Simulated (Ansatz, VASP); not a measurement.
**Si: VASP beside Ansatz**

```xyz
17
Lattice="0.0000 5.4300 5.4300 5.4300 0.0000 5.4300 5.4300 5.4300 0.0000" Properties=species:S:1:pos:R:3 pbc="T T T"
Si    0.2796    0.2707   -0.2730
Si    1.4213    1.4144    1.4287
Si    2.8344    2.8319    0.1937
Si    4.3260    4.3229    1.1062
Si    2.6807   -0.0310    2.7559
Si    4.0091    1.4145    4.0136
Si    5.2397    2.8320    2.5973
Si    6.7442    4.0837    4.1182
Si   -0.0259    2.6724    2.7551
Si    1.4213    3.9985    4.0138
Si    2.8343    5.2349    2.5973
Si    4.0865    6.7398    4.1191
Si    2.6809    2.6719    5.4596
Si    3.9868    3.9804    6.8778
Si    5.3347    5.3307    5.5282
Si    6.7440    6.7406    6.7754
Si    7.2060    7.2019    9.0869
```

Alike in both runs: functional PBE; k mesh 2 × 2 × 2; occupations gaussian, width 0.05 eV; no spin polarisation.

Ansatz relaxed the structure, and its values are those at the end. VASP's run is a single point on that final structure, the one shown.

```csv
,VASP,Ansatz
version,VASP 6.6.1,Ansatz 0.2.0
potentials or method,"VASP PAW PBE potentials, release 64 (Si), cutoff 520 eV","scalar-relativistic, plane waves, PAW"
valence electrons in the cell,68,68
```

|  | VASP | Ansatz | Ansatz less VASP |
| --- | --- | --- | --- |
| rms of the force components (eV/Å) | 0.004 | 0.004 | -0.0004 |

The k mesh is coarse, so the values compare programs but aren't converged.
